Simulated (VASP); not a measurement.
Dy3Be2Se: single point with PBE

Crystal: Dy3Be2Se.

```
Dy Be Se
1.0
     5.05289    0.00000    0.00000
    -2.52645    4.37593    0.00000
     0.00000    0.00000    5.65821
Dy Be Se
3 2 1
Direct
  0.33333 0.66667 0.50000
  0.66667 0.33333 0.50000
  0.00000 0.00000 0.00000
  0.33333 0.66667 0.00000
  0.66667 0.33333 0.00000
  0.00000 0.00000 0.50000
```

```yaml
Program: VASP 6.6.1
Task: single point
Functional: PBE
Potentials_or_basis: VASP PAW PBE potentials, release 64 (Dy_3, Be, Se), 4f in core
Cutoff: 520 eV
k_mesh: 12 × 12 × 8
Occupations: gaussian, width 0.1 eV
Spin: no spin polarisation
Dipole_correction: no
k_mesh_for_the_DOS: 18 × 18 × 12
Mended: yes
Occupations_for_the_DOS: tetrahedron
Further_INCAR_settings: ALGO = Normal; EDIFF = 1e-06
```

```yaml
Valence_electrons_inside_the_program's_atomic_spheres: Dy 8.37, 7.98 (each value once); Be 0.85; Se 3.94
```

Levels at points of the mesh, in eV from the Fermi level:
```csv
k point,band 14,band 15,band 16,band 17,band 18,band 19,band 20,band 21,band 22
"(0.00, 0.00, 0.00)",-4.12,-1.57,-1.57,-0.24,-0.03,0.21,0.21,0.36,0.39
"(0.50, 0.00, 0.00)",-4.12,-3.65,-1.37,-1.32,-1.07,-0.51,0.08,0.91,1.12
"(0.00, 0.00, 0.50)",-4.19,-2.60,-2.19,-2.19,0.24,0.89,1.23,1.23,1.41
"(0.50, 0.00, 0.50)",-3.58,-3.29,-1.94,-1.52,-1.46,-0.16,0.14,0.76,1.10
```

It took 6.4 min on 1 thread of Intel(R) Xeon(R) 6975P-C (Granite Rapids), on a shared host, peak memory 0.79 GiB.

Caveat: spin-orbit coupling is left out, which moves the levels of the heavy elements; the 4f electrons are frozen in the core, so they carry no moment and show no levels; the run has no spin polarisation, though such a crystal can be magnetic. Spin polarisation is off, so any magnetic state and its effect on volume and gap are missing.
